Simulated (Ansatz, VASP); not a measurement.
**One calculation of Mg5Se, two programs**

The input INCAR:

```
SYSTEM = Mg5Se
PREC = Accurate
ENCUT = 600
EDIFF = 1E-6
ISMEAR = 0
SIGMA = 0.1
LREAL = .False.
LASPH = .True.
NELM = 100
ALGO = Normal
ISIF = 3
LWAVE = .False.
LCHARG = .False.
GGA = PE
IBRION = 2
NSW = 100
EDIFFG = -0.01
```

Contents of KPOINTS:

```
Automatic mesh
0
Gamma
  8 8 6
  0 0 0
```

Contents of POSCAR:

```
Mg5Se
1.0
    2.7398817674     -4.2571809970      0.0000000000
    2.7398817674      4.2571809970      0.0000000000
    0.0000000000      0.0000000000      7.3588730601
Mg Se
5 1
Direct
    0.8248956160      0.1751043840      0.2961635311
    0.1751043840      0.8248956160      0.2961635311
    0.8248956160      0.1751043840      0.7038364689
    0.1751043840      0.8248956160      0.7038364689
    0.5000000000      0.5000000000      0.5000000000
    0.0000000000      0.0000000000      0.0000000000
```

Input for Ansatz:

```yaml
crystal:
  lattice:
    - [2.7398817674, -4.257180997, 0.0]
    - [2.7398817674, 4.257180997, 0.0]
    - [0.0, 0.0, 7.3588730601]
  atoms:
    - { symbol: Mg, position: [0.824895616, 0.175104384, 0.2961635311] }
    - { symbol: Mg, position: [0.175104384, 0.824895616, 0.2961635311] }
    - { symbol: Mg, position: [0.824895616, 0.175104384, 0.7038364689] }
    - { symbol: Mg, position: [0.175104384, 0.824895616, 0.7038364689] }
    - { symbol: Mg, position: [0.5, 0.5, 0.5] }
    - { symbol: Se, position: [0.0, 0.0, 0.0] }
basis:
  ecutwfc: 420
kpoints:
  mp_grid: { grid: [8, 8, 6] }
hamiltonian:
  xc: pbe
scf:
  occupations: { method: gaussian, width: 0.1 }
output:
  forces: true
  stress: true
  eigenvalues: true
relax:
  adjacent_minimum: "off"
  f_tol: 0.01
  max_steps: 80
  cell: { stress_tol: 0.05 }
```

Alike in both runs: task relaxation of cell and atoms; functional PBE; k mesh 8 × 8 × 6; occupations gaussian, width 0.1 eV; no spin polarisation.

|  | VASP | Ansatz |
| --- | --- | --- |
| version | VASP 6.6.1 | Ansatz 0.2.0 |
| potentials or method | VASP PAW PBE potentials, release 64 (Mg, Se), cutoff 600 eV | scalar-relativistic, plane waves, PAW |
| valence electrons in the cell | 16 | 66 |

Ansatz gave:

| Quantity | Value |
| --- | --- |
| gap on the k mesh at the Fermi level, each at its own relaxed structure (eV) | none |
| relaxed volume (Å³/atom) | 28.31 |
| relaxed length of the cell vector where the two differ most in proportion (Å) | 5.191 |

What did VASP give for the same quantities?

gap on the k mesh at the Fermi level, each at its own relaxed structure (eV): none; relaxed volume (Å³/atom): 28.20; relaxed length of the cell vector where the two differ most in proportion (Å): 5.184.

A gap of «none» marks a metal or a gap that the smearing closes. VASP's potentials hold 16 valence electrons a cell and Ansatz's 66, so a difference there can come from the potentials and not from the codes.
